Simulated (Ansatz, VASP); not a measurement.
## Pd: VASP beside Ansatz

```
Pd
1.0
     0.00000    1.98380    1.94490
     1.98380    0.00000    1.94490
     1.98380    1.98380    0.00000
Pd
1
Direct
  0.00000 0.00000 0.00000
```

Change from the starting cell: equal xx and yy strain of +2 %.

Alike in both runs: task single point; functional PBEsol; k mesh 18 × 18 × 18; occupations fermi-dirac, width 0.05 eV; no spin polarisation.

|  | VASP | Ansatz |
| --- | --- | --- |
| version | VASP 6.6.1 | Ansatz 0.2.0 |
| potentials or method | VASP PAW PBE potentials, release 64 (Pd), cutoff 520 eV | all-electron LAPW, scalar-relativistic |

Ansatz gave:

| Quantity | Value |
| --- | --- |
| pressure (GPa) | -9.1 |
| traceless stress, the component that is largest in VASP (GPa) | 0.64 |

**Question.** Which values does VASP return?

**Answer.** Pressure (GPa): -9.3; traceless stress, the component that is largest in VASP (GPa): 0.64.

VASP's potentials were made for PBE, not for PBEsol. Ansatz ran all-electron here, and VASP with PAW potentials.
